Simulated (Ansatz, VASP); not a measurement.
# SrLi2SnSe4: VASP beside Ansatz

```
Sn Sr Li Se
1.0
    -3.51888    3.51888    4.15232
     3.51888   -3.51888    4.15232
     3.51888    3.51888   -4.15232
Sn Sr Li Se
1 1 2 4
Direct
  0.00000 0.00000 0.00000
  0.50000 0.50000 0.00000
  0.25000 0.75000 0.50000
  0.75000 0.25000 0.50000
  0.03413 0.03413 0.41656
  0.96587 0.38243 0.00000
  0.61757 0.61757 0.58344
  0.38243 0.96587 0.00000
```

Alike in both runs: functional r2SCAN; k mesh 4 × 4 × 4; no spin polarisation.

Ansatz relaxed the structure, and its values are those at the end. VASP's run is a single point on that final structure, the one shown.

```csv
,VASP,Ansatz
version,VASP 6.6.1,Ansatz 0.2.0
potentials or method,"VASP PAW PBE potentials, release 64 (Sn_d, Sr_sv, Li_sv, Se), cutoff 520 eV",PAW plane waves
occupations,"methfessel-paxton of order 1, width 0.0134 eV","cold, width 0.0134 eV"
valence electrons in the cell,54,94
```

Ansatz gave:

* gap on the k mesh at the Fermi level (eV): 2.09
* rms of the force components (eV/Å): 0.001

Problem. Estimate VASP's values.

Solution. gap on the k mesh at the Fermi level (eV): 2.09; rms of the force components (eV/Å): 0.003.

VASP's potentials were made for PBE, not for r2SCAN. VASP's potentials hold 54 valence electrons a cell and Ansatz's 94, so a difference there can come from the potentials and not from the codes.

Noted on VASP's run: the cutoff is short for stress, so the pressure is rough.
